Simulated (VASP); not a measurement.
Input of a VASP 6.6.1 run:

Contents of POSCAR:

```
Ba
1.0
   -2.4940388542      2.4940388542      2.4940388542
    2.4940388542     -2.4940388542      2.4940388542
    2.4940388542      2.4940388542     -2.4940388542
Ba
1
Direct
    0.0000000000      0.0000000000      0.0000000000
```

Contents of INCAR.step1:

```
  ALGO = Normal
  EDIFF = 1E-4
  ENCUT = 520
  GGA = PE
  ISMEAR = -1
  LASPH = T
  LCHARG = F
  LREAL = F
  LWAVE = T
  NBANDS = 11
  NELM = 80
  PREC = Accurate
  SIGMA = 0.1
```

Contents of INCAR.step2:

```
  ALGO = Normal
  EDIFF = 1E-6
  ENCUT = 520
  ISIF = 2
  ISMEAR = -1
  ISTART = 1
  LASPH = T
  LCHARG = T
  LELF = T
  LMIXTAU = T
  LREAL = F
  LVHAR = T
  LWAVE = F
  METAGGA = R2SCAN
  NBANDS = 11
  NELM = 80
  PREC = Accurate
  SIGMA = 0.1
```

Contents of KPOINTS:

```
k-points
0
Gamma
  10 10 10
```

Potentials or basis: VASP PAW PBE potentials, release 64 (Ba_sv).

Command:

```bash
$ cat potpaw_PBE.64/Ba_sv/POTCAR > POTCAR
$ cp INCAR.step1 INCAR
$ mpirun -np 1 vasp_std > vasp.out
$ cp INCAR.step2 INCAR
$ mpirun -np 1 vasp_std > vasp.out
```

Estimate the band gap on the k mesh.

zero (band 5 reaches 2.17 eV, above the bottom of band 6 at 1.13 eV).

Predict the pressure.

0.5 GPa.

Caveat: the PAW data sets were made with another functional, which shifts forces and pressure a little; spin-orbit coupling is left out, which moves the levels of the heavy elements.
